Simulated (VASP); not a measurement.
# Zr in VASP: a series of runs

Runs on Zr. Level: PBE. Tasks: single point.

Program: VASP 6.6.1. These are calculated values, not measurements. Logs are shortened: lines on timing, memory, paths and dates and some standing lists are left out, and cuts for length are marked.

## 1. The cell of the first run

The cell holds a slab with vacuum, 16 atoms: a = 6.467 Å, b = 6.467 Å, c = 23.751 Å, α = 90.00°, β = 90.00°, γ = 120.00°.

## 2. Single point, PBE

Contents of INCAR:

```
PREC = Accurate
ENCUT = 400
EDIFF = 1E-6
ISMEAR = 0
SIGMA = 0.1
LREAL = False
LASPH = True
NELM = 120
ALGO = Normal
ISIF = 2
LWAVE = False
LCHARG = False
LDIPOL = True
IDIPOL = 3
DIPOL = 0.5 0.5 0.500
GGA = PE
NBANDS = 110
GGA_COMPAT = False
NELMDL = -8
```

Contents of KPOINTS:

```
Automatic mesh
0
Gamma
  4 4 1
```

Contents of POSCAR:

```
Zr
1.0
    6.4672522316      0.0000000000      0.0000000000
   -3.2336261158      5.6008047253      0.0000000000
    0.0000000000      0.0000000000     23.7512408194
Zr
16
Direct
    0.3333333333      0.1666666667      0.3368245079
    0.3333333333      0.6666666667      0.3368245079
    0.8333333333      0.1666666667      0.3368245079
    0.8333333333      0.6666666667      0.3368245079
    0.1666666667      0.3333333333      0.4456081693
    0.1666666667      0.8333333333      0.4456081693
    0.6666666667      0.3333333333      0.4456081693
    0.6666666667      0.8333333333      0.4456081693
    0.3333333333      0.1666666667      0.5576934101
    0.3333333333      0.6666666667      0.5576934101
    0.8333333333      0.1666666667      0.5576934101
    0.8333333333      0.6666666667      0.5576934101
    0.1666666667      0.3333333333      0.6600485176
    0.1666666667      0.8333333333      0.6600485176
    0.6666666667      0.3333333333      0.6600485176
    0.6666666667      0.8333333333      0.6600485176
```

Potentials or basis: VASP PAW PBE potentials, release 64 (Zr_sv).

Run with:

```bash
> cat potpaw_PBE.64/Zr_sv/POTCAR > POTCAR
> mpirun -np 1 vasp_std > vasp.out
```

OUTCAR:

```text
PREC = Accurate
   ENCUT = 400
   EDIFF = 1E-6
   ISMEAR = 0
   LREAL = False
   LASPH = True
   NELM = 120
   ISIF = 2
   GGA = PE
   NELMDL = -8

 ion  position               nearest neighbor table
   1  0.333  0.167  0.337-   5 3.19   7 3.19   6 3.19   3 3.23   3 3.23   2 3.23   2 3.23   4 3.23
                             4 3.23
   2  0.333  0.667  0.337-   6 3.19   8 3.19   5 3.19   4 3.23   4 3.23   3 3.23   1 3.23   1 3.23
                             3 3.23
   3  0.833  0.167  0.337-   7 3.19   5 3.19   8 3.19   1 3.23   1 3.23   2 3.23   4 3.23   4 3.23
                             2 3.23
   4  0.833  0.667  0.337-   8 3.19   6 3.19   7 3.19   2 3.23   2 3.23   1 3.23   3 3.23   3 3.23
                             1 3.23
   5  0.167  0.333  0.446-   1 3.19   3 3.19   2 3.19   7 3.23   7 3.23   8 3.23   6 3.23   6 3.23
                             8 3.23   9 3.25  11 3.25  10 3.25
   6  0.167  0.833  0.446-   2 3.19   4 3.19   1 3.19   8 3.23   8 3.23   5 3.23   5 3.23   7 3.23
                             7 3.23  10 3.25  12 3.25   9 3.25
   7  0.667  0.333  0.446-   3 3.19   1 3.19   4 3.19   5 3.23   5 3.23   8 3.23   8 3.23   6 3.23
                             6 3.23  11 3.25   9 3.25  12 3.25
   8  0.667  0.833  0.446-   4 3.19   2 3.19   3 3.19   6 3.23   6 3.23   7 3.23   7 3.23   5 3.23
                             5 3.23  12 3.25  10 3.25  11 3.25
   9  0.333  0.167  0.558-  13 3.07  15 3.07  14 3.07  11 3.23  11 3.23  10 3.23  10 3.23  12 3.23
[... 22 lines left out ...]
 A1 = (   6.4672522316,   0.0000000000,   0.0000000000)
 A2 = (  -3.2336261158,   5.6008047253,   0.0000000000)
 A3 = (   0.0000000000,   0.0000000000,  23.7512408194)

Analysis of symmetry for initial positions (statically):
=====================================================================
 Subroutine PRICEL returns following result:

  LATTYP: Found a hexagonal cell.
 ALAT       =     3.2336261158
 C/A-ratio  =     7.3450794770

  Lattice vectors:

 A1 = (   3.2336261158,   0.0000000000,   0.0000000000)
 A2 = (  -1.6168130579,   2.8004023626,   0.0000000000)
 A3 = (   0.0000000000,   0.0000000000,  23.7512408194)

   4 primitive cells build up your supercell.

 Routine SETGRP: Setting up the symmetry group for a
 hexagonal supercell.

 Subroutine GETGRP returns: Found  6 space group operations
 (whereof  6 operations were pure point group operations)
 out of a pool of 24 trial point group operations.

The static configuration has the point symmetry C_3v.

Analysis of symmetry for dynamics (positions and initial velocities):
=====================================================================
 Subroutine PRICEL returns following result:

  LATTYP: Found a hexagonal cell.
 ALAT       =     3.2336261158
 C/A-ratio  =     7.3450794770

  Lattice vectors:
[... 114 lines left out ...]
   IALGO  =     38    algorithm
   IMIX   =      4    mixing-type and parameters
     AMIX     =   0.40;   BMIX     =  1.00
     AMIX_MAG =   1.60;   BMIX_MAG =  1.00
  volume/ion in A,a.u.               =      53.77       362.85
  Fermi-wavevector in a.u.,A,eV,Ry     =   0.993016  1.876529 13.416453  0.986081
  Thomas-Fermi vector in A             =   2.124869
   LORBIT       =      0    0 simple, 1 ext, 2 COOP (PROOUT), +10 PAW based schemes
   GGA     = PE    functional components
   LHFCALC =     F    Hartree Fock is set to
   AEXX    =    0.0000 exact exchange contribution
   IVDW    =     0    specifies the selected vdW correction
   LEPSILON=     F    determine dielectric tensor
   LRPA    =     F    only Hartree local field effects (RPA)
 non-spin polarized calculation
 Gauss-broadening in eV      SIGMA  =   0.10
  energy-cutoff  :      400.00
  volume of cell :      860.31
 maximum number of plane-waves:     15666
   NGX = 21   NGY = 21   NGZ = 77

 dipolmoment           0.000000      0.000000     -0.011089 electrons x Angstroem

 number of electron     191.9999993 magnetization

 dipolmoment           0.000000      0.000000      0.002579 electrons x Angstroem

 Free energy of the ion-electron system (eV)
  ---------------------------------------------------
  ext. energy  EPLUGINS =         0.00000000
  ---------------------------------------------------
  free energy    TOTEN  =      -128.99092069 eV

  energy without entropy =     -128.85730832  energy(sigma->0) =     -128.92411450

 E-fermi :   1.6302     XC(G=0):  -5.6559

 val. band max:        1.6217087897   @ k =   0.2500  -0.0000   0.0000
 cond. band min:       1.6599933807   @ k =   0.5000  -0.0000   0.0000
 fundamental gap:      0.0382845909
 Fermi energy:         1.6302304411

 k-point     1 :       0.0000    0.0000    0.0000
  band No.  band energies     occupation
      1     -47.4024      2.00000
      2     -47.3358      2.00000
      3     -47.3171      2.00000
      4     -47.3171      2.00000
      5     -47.3171      2.00000
      6     -47.2441      2.00000
[... 433 lines left out ...]
    107       2.2277      0.00000
    108       2.2579      0.00000
 [bands above 108 left out]

------------------------ aborting loop because EDIFF is reached ----------------------------------------

 vacuum level on the upper side and lower side of the slab       (xc-potential included)        -0.150        -0.157

  FORCE on cell =-STRESS in cart. coord.  units (eV):
  Direction    XX          YY          ZZ          XY          YZ          ZX
  --------------------------------------------------------------------------------------
  -------------------------------------------------------------------------------------
  Total       -7.2642355     -7.2642355     -5.9525183      0.0000000      0.0000000      0.0000000
  in kB      -13.5283230    -13.5283230    -11.0854874      0.0000000      0.0000000      0.0000000
  external PRESSURE =     -12.7140445 kB  Pullay stress =       0.0000000 kB

 VOLUME and BASIS-vectors are now :
 -----------------------------------------------------------------------------
  energy-cutoff  :      400.00
  volume of cell :      860.31
      direct lattice vectors                 reciprocal lattice vectors
     6.467252232  0.000000000  0.000000000     0.154625174  0.089272886  0.000000000
    -3.233626116  5.600804725  0.000000000     0.000000000  0.178545771  0.000000000
     0.000000000  0.000000000 23.751240819     0.000000000  0.000000000  0.042103063

 POSITION                                       TOTAL-FORCE (eV/Angst)
 -----------------------------------------------------------------------------------
      1.61681      0.93347      8.00000        -0.000000     -0.000000      0.549820
     -0.00000      3.73387      8.00000        -0.000000     -0.000000      0.549820
      4.85044      0.93347      8.00000        -0.000000     -0.000000      0.549820
      3.23363      3.73387      8.00000        -0.000000     -0.000000      0.549820
      0.00000      1.86693     10.58375         0.000000     -0.000000     -0.571941
     -1.61681      4.66734     10.58375        -0.000000     -0.000000     -0.571941
[... 8 lines left out ...]
      3.23363      1.86693     15.67697         0.000000      0.000000      0.014801
      1.61681      4.66734     15.67697        -0.000000      0.000000      0.014801
 -----------------------------------------------------------------------------------
    total drift:                               -0.000000     -0.000000      0.000404

  FREE ENERGIE OF THE ION-ELECTRON SYSTEM (eV)
  ---------------------------------------------------
  free  energy   TOTEN  =      -128.9909206859 eV

  energy  without entropy=     -128.8573083230  energy(sigma->0) =     -128.92411450

 vacuum level on the upper side and lower side of the slab         5.690         5.684
```

OSZICAR:

```text
N       E                     dE             d eps       ncg     rms          rms(c)
DAV:   1     0.180435081595E+04    0.18044E+04   -0.90295E+04  1096   0.130E+03
DAV:   2     0.660305404470E+02   -0.17383E+04   -0.17048E+04  1000   0.430E+02
DAV:   3    -0.105898948542E+03   -0.17193E+03   -0.16722E+03  1368   0.875E+01
DAV:   4    -0.136293973654E+03   -0.30395E+02   -0.29944E+02  1520   0.354E+01
[... 29 lines left out ...]
DAV:  34    -0.128990906872E+03   -0.78917E-05   -0.10026E-05   864   0.680E-03    0.188E-03
DAV:  35    -0.128990913203E+03   -0.63310E-05   -0.12971E-06   656   0.271E-03    0.229E-03
DAV:  36    -0.128990916122E+03   -0.29183E-05   -0.30246E-07   592   0.145E-03    0.142E-03
DAV:  37    -0.128990920136E+03   -0.40144E-05   -0.31315E-07   600   0.117E-03    0.908E-04
DAV:  38    -0.128990920686E+03   -0.54999E-06   -0.79222E-08   544   0.710E-04
   1 F= -.12899092E+03 E0= -.12892411E+03  d E =-.133612E+00
```

It took 11 min on 1 thread of Intel Xeon 6975P-C (Granite Rapids), shared host; peak memory 0.65 GiB.

What came out:

```
Free energy            : -128.9909 eV
Largest force          : 0.572 eV/Å
Band gap on the k mesh : zero (bands 96 and 97 overlap by 0.85 eV)
```

Forces in eV/Å, atoms in the order of the input:
```
Zr   0.000  0.000  0.550
Zr   0.000  0.000  0.550
Zr   0.000  0.000  0.550
Zr   0.000  0.000  0.550
Zr   0.000  0.000 -0.572
Zr   0.000  0.000 -0.572
Zr   0.000  0.000 -0.572
Zr   0.000  0.000 -0.572
Zr   0.000  0.000  0.007
Zr   0.000  0.000  0.007
Zr   0.000  0.000  0.007
Zr   0.000  0.000  0.007
Zr   0.000  0.000  0.015
Zr   0.000  0.000  0.015
Zr   0.000  0.000  0.015
Zr   0.000  0.000  0.015
```

Levels at points of the mesh, in eV from the Fermi level:
```csv
k point,band 93,band 94,band 95,band 96,band 97,band 98
"(0.00, 0.00, 0.00)",0.10,0.10,0.56,0.66,0.74,0.74
"(0.50, 0.00, 0.00)",-0.34,-0.34,-0.28,-0.28,-0.16,-0.16
```

## 3. Single point, PBE

This run uses another cell than the first one.

Contents of INCAR:

```
SYSTEM = Zr
  ALGO = Normal
  DIPOL = 0.5 0.5 0.433
  EDIFF = 1E-6
  ENCUT = 400
  GGA = PE
  GGA_COMPAT = .False.
  IDIPOL = 3
  ISIF = 2
  ISMEAR = 0
  LASPH = .True.
  LCHARG = .False.
  LDIPOL = .True.
  LREAL = .False.
  LWAVE = .False.
  NBANDS = 110
  NELM = 120
  NELMDL = -8
  PREC = Accurate
  SIGMA = 0.1
```

Contents of KPOINTS:

```
k-points
0
Gamma
  4 4 1
  0 0 0
```

Contents of POSCAR:

```
Zr
1.0
    6.4672522316      0.0000000000      0.0000000000
   -3.2336261158      5.6008047253      0.0000000000
    0.0000000000      0.0000000000     27.4179408194
Zr
16
Direct
    0.3333333333      0.1666666667      0.2917797530
    0.3333333333      0.6666666667      0.2917797530
    0.8333333333      0.1666666667      0.2917797530
    0.8333333333      0.6666666667      0.2917797530
    0.1666666667      0.3333333333      0.3860153835
    0.1666666667      0.8333333333      0.3860153835
    0.6666666667      0.3333333333      0.3860153835
    0.6666666667      0.8333333333      0.3860153835
    0.3332736004      0.1667756313      0.4832774410
    0.3333993666      0.6667303239      0.4833501007
    0.8330974015      0.1666026826      0.4833393588
    0.8329615380      0.6665966842      0.4833537626
    0.1663555102      0.3330806813      0.5720559020
    0.1664641797      0.8335496986      0.5719117752
    0.6665236357      0.3331730542      0.5720301739
    0.6663634015      0.8333613955      0.5723141980
```

Potentials or basis: VASP PAW PBE potentials, release 64 (Zr_sv).

Run with:

```bash
> cat potpaw_PBE.64/Zr_sv/POTCAR > POTCAR
> mpirun -np 1 vasp_std > vasp.out
```

OUTCAR:

```text
SYSTEM = Zr
   EDIFF = 1E-6
   ENCUT = 400
   GGA = PE
   ISIF = 2
   ISMEAR = 0
   LASPH = .True.
   LREAL = .False.
   NELM = 120
   NELMDL = -8
   PREC = Accurate

 ion  position               nearest neighbor table
   1  0.333  0.167  0.292-   5 3.19   7 3.19   6 3.19   3 3.23   3 3.23   2 3.23   2 3.23   4 3.23
                             4 3.23
   2  0.333  0.667  0.292-   6 3.19   8 3.19   5 3.19   4 3.23   4 3.23   3 3.23   1 3.23   1 3.23
                             3 3.23
   3  0.833  0.167  0.292-   7 3.19   5 3.19   8 3.19   1 3.23   1 3.23   2 3.23   4 3.23   4 3.23
[... 1356 lines left out ...]
  in kB      -11.8794204    -11.8877203    -10.1278526     -0.0043776      0.0050805      0.0197998
  external PRESSURE =     -11.2983311 kB  Pullay stress =       0.0000000 kB

 VOLUME and BASIS-vectors are now :
 -----------------------------------------------------------------------------
  energy-cutoff  :      400.00
  volume of cell :      993.13
      direct lattice vectors                 reciprocal lattice vectors
     6.467252232  0.000000000  0.000000000     0.154625174  0.089272886  0.000000000
    -3.233626116  5.600804725  0.000000000     0.000000000  0.178545771  0.000000000
     0.000000000  0.000000000 27.417940819     0.000000000  0.000000000  0.036472469

 POSITION                                       TOTAL-FORCE (eV/Angst)
 -----------------------------------------------------------------------------------
      1.61681      0.93347      8.00000        -0.000288      0.000006      0.551738
     -0.00000      3.73387      8.00000        -0.000506     -0.000224      0.553234
      4.85044      0.93347      8.00000        -0.000065      0.000271      0.552720
      3.23363      3.73387      8.00000         0.000134     -0.000026      0.553067
      0.00000      1.86693     10.58375        -0.000420      0.001124     -0.558147
     -1.61681      4.66734     10.58375        -0.000141     -0.001334     -0.558140
[... 8 lines left out ...]
      3.23322      1.86604     15.68389        -0.006177      0.001255      0.008216
      1.61476      4.66749     15.69168         0.003800     -0.000781     -0.023551
 -----------------------------------------------------------------------------------
    total drift:                               -0.000016     -0.000023     -0.002276

  FREE ENERGIE OF THE ION-ELECTRON SYSTEM (eV)
  ---------------------------------------------------
  free  energy   TOTEN  =      -128.9942862492 eV

  energy  without entropy=     -128.8600319642  energy(sigma->0) =     -128.92715911

 vacuum level on the upper side and lower side of the slab         4.848         4.828
```

OSZICAR:

```text
N       E                     dE             d eps       ncg     rms          rms(c)
DAV:   1     0.175136337371E+04    0.17514E+04   -0.90269E+04  2848   0.127E+03
DAV:   2     0.602012739734E+02   -0.16912E+04   -0.16628E+04  2540   0.418E+02
DAV:   3    -0.108194277124E+03   -0.16840E+03   -0.16435E+03  3426   0.853E+01
[... 31 lines left out ...]
DAV:  35    -0.128994262093E+03   -0.35041E-04   -0.36634E-05  2168   0.145E-02    0.904E-03
DAV:  36    -0.128994276726E+03   -0.14634E-04   -0.18318E-05  2336   0.722E-03    0.115E-02
DAV:  37    -0.128994282191E+03   -0.54642E-05   -0.46010E-06  1912   0.615E-03    0.540E-03
DAV:  38    -0.128994285860E+03   -0.36696E-05   -0.47498E-06  2168   0.506E-03    0.369E-03
DAV:  39    -0.128994286249E+03   -0.38910E-06   -0.16972E-06  1480   0.363E-03
   1 F= -.12899429E+03 E0= -.12892716E+03  d E =-.134254E+00
```

Run time: 33 min. Hardware: 1 thread of Intel Xeon 6975P-C (Granite Rapids), shared host; peak memory 0.93 GiB.

Results:

```yaml
Free_energy: -128.9943 eV
Largest_force: 0.559 eV/Å
Band_gap_on_the_k_mesh: zero (bands 96 and 97 overlap by 0.84 eV)
```

Forces on the atoms (eV/Å):
```
Zr   0.000  0.000  0.552
Zr  -0.001  0.000  0.553
Zr   0.000  0.000  0.553
Zr   0.000  0.000  0.553
Zr   0.000  0.001 -0.558
Zr   0.000 -0.001 -0.558
Zr   0.000  0.000 -0.559
Zr   0.000  0.000 -0.553
Zr  -0.002  0.002 -0.005
Zr   0.000 -0.002  0.005
Zr   0.005 -0.006  0.007
Zr  -0.004  0.005  0.002
Zr   0.002  0.004  0.002
Zr   0.002 -0.003  0.021
Zr  -0.006  0.001  0.008
Zr   0.004 -0.001 -0.024
```
